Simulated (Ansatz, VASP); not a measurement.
## Pd2Pt: VASP beside Ansatz

```xyz
3
Lattice="-1.6732 1.6732 4.1711 1.6732 -1.6732 4.1711 1.6732 1.6732 -4.1711" Properties=species:S:1:pos:R:3 pbc="T T T"
Pd    0.0000    0.0000    5.5529
Pd    0.0000    0.0000    2.7893
Pt    0.0000    0.0000    0.0000
```

Alike in both runs: functional PBE; k mesh 6 × 6 × 6; occupations gaussian, width 0.1 eV; no spin polarisation.

Ansatz relaxed the structure, and its values are those at the end. VASP's run is a single point on that final structure, the one shown.

|  | VASP | Ansatz |
| --- | --- | --- |
| version | VASP 6.6.1 | Ansatz 0.2.0 |
| potentials or method | VASP PAW PBE potentials, release 64 (Pd, Pt), cutoff 520 eV | scalar-relativistic, plane waves, PAW |
| valence electrons in the cell | 30 | 54 |

VASP gave:

```
gap on the k mesh at the Fermi level (eV) : none
pressure (GPa)                            : -0.5
```

Which values does Ansatz return?

gap on the k mesh at the Fermi level (eV): none; pressure (GPa): -0.1.

A gap of «none» marks a metal or a gap that the smearing closes. VASP's potentials hold 30 valence electrons a cell and Ansatz's 54, so a difference there can come from the potentials and not from the codes.

The k mesh is coarse, so the values compare programs but aren't converged. Spin-orbit coupling is off throughout.
